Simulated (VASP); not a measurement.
The system is PbS (CsCl type).

```
Pb S
1.0
     3.32095    0.00000    0.00000
     0.00000    3.32095    0.00000
     0.00000    0.00000    3.32095
Pb S
1 1
Cartesian
  0.0000 0.0000 0.0000
  1.6605 1.6605 1.6605
```

```yaml
Program: VASP 6.6.1
Task: relaxation of cell and atoms
Functional: PBE
Potentials_or_basis: VASP PAW PBE potentials, release 64 (Pb_d, S)
Cutoff: 600 eV
k_mesh: 11 × 11 × 11
Occupations: fermi-dirac, width 0.1 eV
Spin: no spin polarisation
```

At the start: pressure 28.9 GPa; volume 18.31 Å³/atom.

Problem. How do energy, volume and symmetry change on relaxing?

Solution. Over 5 steps the energy falls by 419.2 meV/atom and the volume is 24.32 Å³/atom (+32.8 %); space group Pm-3m (No. 221, to 0.05 Å).

The path:
```tsv
step	energy change (eV)	largest force (eV/Å)	pressure (GPa)	volume (Å³)
1	0.0000	0.0000	28.92	36.63
2	-0.6459	0.0000	-6.33	57.09
3	-0.8383	0.0000	0.25	48.44
4	-0.8384	0.0000	-0.07	48.71
5	-0.8384	0.0000	0.00	48.64
```

Final structure:
```xyz
2
Lattice="3.6503 0.0000 0.0000 0.0000 3.6503 0.0000 0.0000 0.0000 3.6503" Properties=species:S:1:pos:R:3 pbc="T T T"
Pb    0.0000    0.0000    3.6503
S     1.8251    1.8251    1.8251
```

Caveat: the volume moved by over 15 % at a fixed basis, so the end points are rough.
